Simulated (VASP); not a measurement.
Input of a VASP 6.6.1 run:

Contents of INCAR:

```
SYSTEM = HfO2
ALGO     = Normal         ! electronic algorithm
EDIFF    = 1E-6           ! SCF threshold, eV
ENCUT    = 520            ! plane-wave cutoff, eV
GGA      = PE             ! functional
ISIF     = 2              ! what is computed and relaxed
ISMEAR   = 0              ! smearing method
LASPH    = .TRUE.         ! aspherical terms in the spheres
LCHARG   = .FALSE.        ! write CHGCAR
LREAL    = .FALSE.        ! projectors in reciprocal space
LWAVE    = .FALSE.        ! write WAVECAR
NBANDS   = 18             ! bands
NELM     = 60             ! most SCF steps
PREC     = Accurate       ! precision mode
SIGMA    = 0.05           ! smearing width, eV
```

KPOINTS

```
k-points
0
G
  8 8 8
  0 0 0
```

The input POSCAR:

```
HfO2
1.0
    0.0000000000      2.5488057606      2.5488057606
    2.5488057606      0.0000000000      2.5488057606
    2.5488057606      2.5488057606      0.0000000000
Hf O
1 2
Direct
    0.0000000000      0.0000000000      0.0000000000
    0.2303829696      0.2696170304      0.2303829696
    0.7303829696      0.7696170304      0.7303829696
```

Potentials or basis: VASP PAW PBE potentials, release 64 (Hf_pv, O).

The run is started by

```console
$ cat potpaw_PBE.64/Hf_pv/POTCAR potpaw_PBE.64/O/POTCAR > POTCAR
$ mpirun -np 1 vasp_std > vasp.out
```

Question: What does it give for the band gap on the k mesh?

Answer: 3.76 eV, direct.

Question: Predict the largest force.

Answer: 0.479 eV/Å.

Forces on the atoms (eV/Å):
```
Hf   0.000 -0.479  0.000
O    0.000  0.239  0.000
O    0.000  0.239  0.000
```

Caveat: the cell differs from its parent crystal (all O atoms moved -0.100 Å, as atom 2 along Cartesian [0 1 0]); spin-orbit coupling is left out, which moves the levels of the heavy elements. A k mesh can miss the band edges.
